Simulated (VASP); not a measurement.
# SrO (qrp) (Fm-3m) in VASP: notebook

The runs below take SrO (qrp) through single point, relaxation of cell and atoms, with RPBE.

All numbers are computed with VASP 6.6.1; they aren't measurements. Logs are shortened: lines on timing, memory, paths and dates and some standing lists are left out, and cuts for length are marked.

## Step 1: The cell of the first run

It takes space group Fm-3m (No. 225, cubic). The conventional cell has a = 5.161 Å, b = 5.161 Å, c = 5.161 Å, α = 90.00°, β = 90.00°, γ = 90.00°. Sr (site symmetry m-3m) has 6 O at 2.58 Å within 3.4 Å. Within 3.4 Å of O (site symmetry m-3m) lie 6 Sr at 2.58 Å.

## Step 2: Single point, RPBE

The input, INCAR:

```
ALGO = Normal
EDIFF = 1E-6
ENCUT = 600
GGA = RP
GGA_COMPAT = F
ISIF = 2
ISMEAR = 0
LASPH = T
LCHARG = F
LREAL = F
LWAVE = F
NBANDS = 15
NELM = 120
PREC = Accurate
SIGMA = 0.1
```

The input, KPOINTS:

```
k-points
0
Gamma
  6 6 6
```

The input, POSCAR:

```
SrO
1.0
    0.0000000000      2.5806600000      2.5806600000
    2.5806600000      0.0000000000      2.5806600000
    2.5806600000      2.5806600000      0.0000000000
Sr O
1 1
Direct
    0.0000000000      0.0000000000      0.0000000000
    0.5000000000      0.5000000000      0.5000000000
```

Potentials or basis: VASP PAW PBE potentials, release 64 (Sr_sv, O).

Launch:

```
$ cat potpaw_PBE.64/Sr_sv/POTCAR potpaw_PBE.64/O/POTCAR > POTCAR
$ mpirun -np 1 vasp_std > vasp.out
```

OUTCAR:

```text
EDIFF = 1E-6
   ENCUT = 600
   GGA = RP
   ISIF = 2
   ISMEAR = 0
   LASPH = T
   LREAL = F
   NELM = 120
   PREC = Accurate

 ion  position               nearest neighbor table
   1  0.000  0.000  0.000-   2 2.58   2 2.58   2 2.58   2 2.58   2 2.58   2 2.58
   2  0.500  0.500  0.500-   1 2.58   1 2.58   1 2.58   1 2.58   1 2.58   1 2.58

  LATTYP: Found a face centered cubic cell.
 ALAT       =     5.1613200000

  Lattice vectors:

 A1 = (   0.0000000000,   2.5806600000,   2.5806600000)
 A2 = (   2.5806600000,   0.0000000000,   2.5806600000)
 A3 = (   2.5806600000,   2.5806600000,   0.0000000000)

Analysis of symmetry for initial positions (statically):
=====================================================================
 Subroutine PRICEL returns:
 Original cell was already a primitive cell.

 Routine SETGRP: Setting up the symmetry group for a
 face centered cubic supercell.

 Subroutine GETGRP returns: Found 48 space group operations
 (whereof 48 operations were pure point group operations)
 out of a pool of 48 trial point group operations.

The static configuration has the point symmetry O_h .

Analysis of symmetry for dynamics (positions and initial velocities):
=====================================================================
 Subroutine PRICEL returns:
 Original cell was already a primitive cell.

 Routine SETGRP: Setting up the symmetry group for a
 face centered cubic supercell.

 Subroutine GETGRP returns: Found 48 space group operations
 (whereof 48 operations were pure point group operations)
 out of a pool of 48 trial point group operations.

The dynamic configuration has the point symmetry O_h .

 Subroutine INISYM returns: Found 48 space group operations
 (whereof 48 operations are pure point group operations),
 and found     1 'primitive' translations

----------------------------------------------------------------------------------------

                                     Primitive cell

  volume of cell :      34.3734

  direct lattice vectors                    reciprocal lattice vectors
     0.000000000  2.580660000  2.580660000    -0.193748886  0.193748886  0.193748886
     2.580660000  0.000000000  2.580660000     0.193748886 -0.193748886  0.193748886
     2.580660000  2.580660000  0.000000000     0.193748886  0.193748886 -0.193748886

  length of vectors
     3.649604372  3.649604372  3.649604372     0.335582914  0.335582914  0.335582914

  position of ions in fractional coordinates (direct lattice)
     0.000000000  0.000000000  0.000000000
     0.500000000  0.500000000  0.500000000

  ion indices of the primitive-cell ions
   primitive index   ion index
                 1           1
                 2           2

----------------------------------------------------------------------------------------

 KPOINTS: k-points

Automatic generation of k-mesh.
 Grid dimensions read from file:
 generate k-points for:    6    6    6

 Generating k-lattice:

  Cartesian coordinates                     Fractional coordinates (reciprocal lattice)
    -0.032291481  0.032291481  0.032291481     0.166666667  0.000000000  0.000000000
     0.032291481 -0.032291481  0.032291481     0.000000000  0.166666667  0.000000000
     0.032291481  0.032291481 -0.032291481     0.000000000  0.000000000  0.166666667

  Length of vectors
     0.055930486  0.055930486  0.055930486

  Shift w.r.t. Gamma in fractional coordinates (k-lattice)
     0.000000000  0.000000000  0.000000000

 Subroutine IBZKPT returns following result:
 ===========================================

 Found     16 irreducible k-points:

 Following reciprocal coordinates:
            Coordinates               Weight
  0.000000  0.000000  0.000000      1.000000
  0.166667  0.000000  0.000000      8.000000
  0.333333  0.000000  0.000000      8.000000
  0.500000  0.000000  0.000000      4.000000
  0.166667  0.166667  0.000000      6.000000
  0.333333  0.166667  0.000000     24.000000
[... 8 lines left out ...]
 -0.333333  0.333333  0.166667     24.000000
 -0.333333  0.500000  0.166667     12.000000
   k-points           NKPTS =     16   k-points in BZ     NKDIM =     16   number of bands    NBANDS=     15
   number of dos      NEDOS =    301   number of ions     NIONS =      2
   total plane-waves  NPLWV =  27000
   dimension x,y,z NGX =    30 NGY =   30 NGZ =   30
   dimension x,y,z NGXF=    60 NGYF=   60 NGZF=   60
   ions per type =               1   1
   NGX,Y,Z   is equivalent  to a cutoff of  13.67, 13.67, 13.67 a.u.
   NGXF,Y,Z  is equivalent  to a cutoff of  27.33, 27.33, 27.33 a.u.
 SYSTEM =  unknown system
   PREC   = accura    normal or accurate (medium, high low for compatibility)
   ISTART =      0    job   : 0-new  1-cont  2-samecut
   ICHARG =      2    charge: 1-file 2-atom 10-const
   ISPIN  =      1    spin polarized calculation?
   LNONCOLLINEAR =      F non collinear calculations
   LSORBIT =      F    spin-orbit coupling
   LASPH  =      T    aspherical Exc in radial PAW
   ENCUT  =  600.0 eV  44.10 Ry    6.64 a.u.   7.29  7.29  7.29*2*pi/ulx,y,z
   NELM   =    120;   NELMIN=  2; NELMDL= -5     # of ELM steps
   EDIFF  = 0.1E-05   stopping-criterion for ELM
   LREAL  =      F    real-space projection
   EDIFFG = 0.1E-04   stopping-criterion for IOM
   NSW    =      0    number of steps for IOM
   IBRION =     -1    ionic relax: 0-MD 1-quasi-New 2-CG
   NFREE  =      0    steps in history (QN), initial steepest desc. (CG)
   ISIF   =      2    stress and relaxation
   ISYM   =      2    0-nonsym 1-usesym 2-fastsym
   POTIM  = 0.5000    time-step for ionic-motion
   TEBEG  =    0.0;   TEEND  =   0.0 temperature during run
   PSTRESS=    0.0 pullay stress
   NELECT =      16.0000    total number of electrons
   NUPDOWN=      -1.0000    fix difference up-down
   EMIN   =  10.00;   EMAX   =-10.00  energy-range for DOS
   EFERMI =   0.00;   METHOD = LEGACY
   ISMEAR =     0;   SIGMA  =   0.10  broadening in eV -4-tet -1-fermi 0-gaus
   EFERMI_NEDOS =   21; number of points for ismear=-14 and -15
   IALGO  =     38    algorithm
   IMIX   =      4    mixing-type and parameters
     AMIX     =   0.40;   BMIX     =  1.00
     AMIX_MAG =   1.60;   BMIX_MAG =  1.00
  volume/ion in A,a.u.               =      17.19       115.98
  Fermi-wavevector in a.u.,A,eV,Ry     =   1.268744  2.397579 21.901456  1.609712
  Thomas-Fermi vector in A             =   2.401823
   LORBIT       =      0    0 simple, 1 ext, 2 COOP (PROOUT), +10 PAW based schemes
   GGA     = RP    functional components
   LHFCALC =     F    Hartree Fock is set to
   AEXX    =    0.0000 exact exchange contribution
   IVDW    =     0    specifies the selected vdW correction
   LEPSILON=     F    determine dielectric tensor
   LRPA    =     F    only Hartree local field effects (RPA)
 non-spin polarized calculation
 Gauss-broadening in eV      SIGMA  =   0.10
  energy-cutoff  :      600.00
  volume of cell :       34.37
 maximum number of plane-waves:      1167
 NGX is ok and might be reduce to    30
   NGX = 15   NGY = 15   NGZ = 15

 number of electron      15.9999998 magnetization

 Free energy of the ion-electron system (eV)
  ---------------------------------------------------
  ext. energy  EPLUGINS =         0.00000000
  ---------------------------------------------------
  free energy    TOTEN  =       -11.35537369 eV

  energy without entropy =      -11.35537369  energy(sigma->0) =      -11.35537369

 E-fermi :   2.2775     XC(G=0):  -9.7195

 val. band max:        1.7906647116   @ k =   0.0000   0.0000   0.0000
 cond. band min:       5.1780388441   @ k =   0.5000   0.5000   0.0000
 fundamental gap:      3.3873741325
 Fermi energy:         2.2775308229

 k-point     1 :       0.0000    0.0000    0.0000
  band No.  band energies     occupation
      1     -30.7372      2.00000
      2     -13.3795      2.00000
      3     -12.3961      2.00000
      4     -12.3961      2.00000
      5     -12.3961      2.00000
      6       1.7907      2.00000
      7       1.7907      2.00000
      8       1.7907      2.00000
      9       5.8730      0.00000
     10       8.0379      0.00000
     11       8.0379      0.00000
     12       8.0379      0.00000
     13      10.1229      0.00000
     14      10.1229      0.00000
     15      14.6675      0.00000

 k-point     2 :       0.1667    0.0000    0.0000
  band No.  band energies     occupation
      1     -30.7054      2.00000
      2     -13.9363      2.00000
      3     -12.4157      2.00000
      4     -12.4157      2.00000
      5     -11.9178      2.00000
      6       1.0973      2.00000
      7       1.4713      2.00000
      8       1.4713      2.00000
      9       6.9987      0.00000
     10       7.8586      0.00000
     11       8.5590      0.00000
     12       8.5590      0.00000
     13      10.8047      0.00000
     14      10.8047      0.00000
     15      16.2618      0.00000

 k-point     3 :       0.3333    0.0000    0.0000
  band No.  band energies     occupation
      1     -30.6409      2.00000
      2     -14.6067      2.00000
      3     -12.4543      2.00000
      4     -12.4543      2.00000
      5     -11.4049      2.00000
      6       0.1005      2.00000
      7       0.9238      2.00000
      8       0.9238      2.00000
      9       8.0348      0.00000
     10       9.1332      0.00000
     11       9.8156      0.00000
     12       9.8156      0.00000
     13      12.3348      0.00000
     14      12.3348      0.00000
     15      17.5990      0.00000

 k-point     4 :       0.5000    0.0000    0.0000
  band No.  band energies     occupation
      1     -30.6081      2.00000
      2     -14.8705      2.00000
      3     -12.4732      2.00000
      4     -12.4732      2.00000
      5     -11.2199      2.00000
      6      -0.3091      2.00000
      7       0.6829      2.00000
      8       0.6829      2.00000
      9       8.3811      0.00000
     10      10.3223      0.00000
     11      10.5977      0.00000
     12      10.5977      0.00000
     13      13.5568      0.00000
     14      13.5568      0.00000
     15      16.4995      0.00000
[... 163 lines left out ...]
 k-point    14 :       0.5000    0.3333    0.1667
  band No.  band energies     occupation
      1     -30.6002      2.00000
      2     -14.3610      2.00000
      3     -12.7862      2.00000
      4     -12.6277      2.00000
      5     -11.7319      2.00000
      6       0.4843      2.00000
      7       0.9775      2.00000
      8       1.4321      2.00000
      9       6.9266      0.00000
     10       9.0596      0.00000
     11      10.5440      0.00000
     12      11.1716      0.00000
     13      12.4893      0.00000
     14      13.7982      0.00000
     15      16.1720      0.00000

 k-point    15 :      -0.3333    0.3333    0.1667
  band No.  band energies     occupation
      1     -30.5790      2.00000
      2     -14.3488      2.00000
      3     -12.8937      2.00000
      4     -12.7566      2.00000
      5     -11.7058      2.00000
      6       0.4992      2.00000
      7       1.1236      2.00000
      8       1.1824      2.00000
      9       8.0550      0.00000
     10       8.1845      0.00000
     11      10.7019      0.00000
     12      11.8140      0.00000
     13      13.1088      0.00000
     14      14.8037      0.00000
     15      15.4504      0.00000

 k-point    16 :      -0.3333    0.5000    0.1667
  band No.  band energies     occupation
      1     -30.5696      2.00000
      2     -13.9351      2.00000
      3     -13.1608      2.00000
      4     -12.8841      2.00000
      5     -11.9883      2.00000
      6       0.9268      2.00000
      7       1.3210      2.00000
      8       1.4512      2.00000
      9       6.5267      0.00000
     10       9.4094      0.00000
     11      10.1834      0.00000
     12      12.6675      0.00000
     13      12.7640      0.00000
     14      14.7859      0.00000
     15      15.2342      0.00000

------------------------ aborting loop because EDIFF is reached ----------------------------------------

  FORCE on cell =-STRESS in cart. coord.  units (eV):
  Direction    XX          YY          ZZ          XY          YZ          ZX
  --------------------------------------------------------------------------------------
  -------------------------------------------------------------------------------------
  Total        1.1135200      1.1135200      1.1135200      0.0000000      0.0000000      0.0000000
  in kB       51.9022555     51.9022555     51.9022555      0.0000000      0.0000000      0.0000000
  external PRESSURE =      51.9022555 kB  Pullay stress =       0.0000000 kB

 VOLUME and BASIS-vectors are now :
 -----------------------------------------------------------------------------
  energy-cutoff  :      600.00
  volume of cell :       34.37
      direct lattice vectors                 reciprocal lattice vectors
     0.000000000  2.580660000  2.580660000    -0.193748886  0.193748886  0.193748886
     2.580660000  0.000000000  2.580660000     0.193748886 -0.193748886  0.193748886
     2.580660000  2.580660000  0.000000000     0.193748886  0.193748886 -0.193748886

 POSITION                                       TOTAL-FORCE (eV/Angst)
 -----------------------------------------------------------------------------------
      0.00000      0.00000      0.00000         0.000000      0.000000      0.000000
      2.58066      2.58066      2.58066        -0.000000     -0.000000     -0.000000
 -----------------------------------------------------------------------------------
    total drift:                                0.000000      0.000000      0.000000

  FREE ENERGIE OF THE ION-ELECTRON SYSTEM (eV)
  ---------------------------------------------------
  free  energy   TOTEN  =       -11.3553736869 eV

  energy  without entropy=      -11.3553736869  energy(sigma->0) =      -11.35537369
```

It took 18 s on 1 thread of Intel Xeon 8259CL, shared host; peak memory 0.17 GiB.

What came out:

- Free energy: -11.3554 eV
- Pressure: 5.2 GPa
- Band gap on the k mesh: 3.39 eV, indirect (least direct gap 3.48 eV)

Levels at points of the mesh, in eV from the valence-band top:
```tsv
k point	band 4	band 5	band 6	band 7	band 8	band 9	band 10	band 11	band 12	band 13
(0.00, 0.00, 0.00)	-14.19	-14.19	0.00	0.00	0.00	4.08	6.25	6.25	6.25	8.33
(0.50, 0.00, 0.00)	-14.26	-13.01	-2.10	-1.11	-1.11	6.59	8.53	8.81	8.81	11.77
(0.50, 0.50, 0.00)	-14.53	-14.53	-0.45	-0.10	-0.10	3.39	7.76	10.06	10.46	10.96
```

Caveat: the PAW data sets were made with another functional, which shifts forces and pressure a little. A k mesh can miss the band edges.

## Step 3: Single point, RPBE

This run uses another cell than the first one, of 18.16 Å³/atom, 1.057 times its volume.

The input, INCAR:

```
SYSTEM = SrO
PREC = Accurate
ENCUT = 600
EDIFF = 1E-6
ISMEAR = 0
SIGMA = 0.02
LREAL = .False.
LASPH = .True.
NELM = 120
ALGO = Normal
ISIF = 2
LWAVE = .False.
LCHARG = .False.
GGA = RP
NBANDS = 15
GGA_COMPAT = .False.
```

The input, KPOINTS:

```
regular mesh
0
Gamma
  6 6 6
  0 0 0
```

The input, POSCAR:

```
SrO
1.0
    0.0000000000      2.6286208409      2.6286208409
    2.6286208409      0.0000000000      2.6286208409
    2.6286208409      2.6286208409      0.0000000000
Sr O
1 1
Direct
    0.0000000000      0.0000000000      0.0000000000
    0.5000000000      0.5000000000      0.5000000000
```

Potentials or basis: VASP PAW PBE potentials, release 64 (Sr_sv, O).

Launch:

```
$ cat potpaw_PBE.64/Sr_sv/POTCAR potpaw_PBE.64/O/POTCAR > POTCAR
$ mpirun -np 1 vasp_std > vasp.out
```

Wall time 18 s (1 thread of Intel Xeon 8259CL, shared host); peak memory 0.17 GiB.

The run converged. Its results:

| Property | Result |
| --- | --- |
| Free energy | -11.3901 eV |
| Pressure | 0.3 GPa |
| Band gap on the k mesh | 3.41 eV, indirect (least direct gap 3.53 eV) |

Levels at points of the mesh, in eV from the valence-band top:
| k point | band 6 | band 7 | band 8 | band 9 | band 10 | band 11 |
| --- | --- | --- | --- | --- | --- | --- |
| (0.00, 0.00, 0.00) | 0.00 | 0.00 | 0.00 | 3.70 | 6.12 | 6.12 |
| (0.50, 0.00, 0.00) | -2.00 | -1.01 | -1.01 | 6.35 | 8.09 | 8.49 |
| (0.50, 0.50, 0.00) | -0.53 | -0.13 | -0.13 | 3.41 | 7.36 | 9.70 |

Caveat: the PAW data sets were made with another functional, which shifts forces and pressure a little.

[end of part 1 of 2]
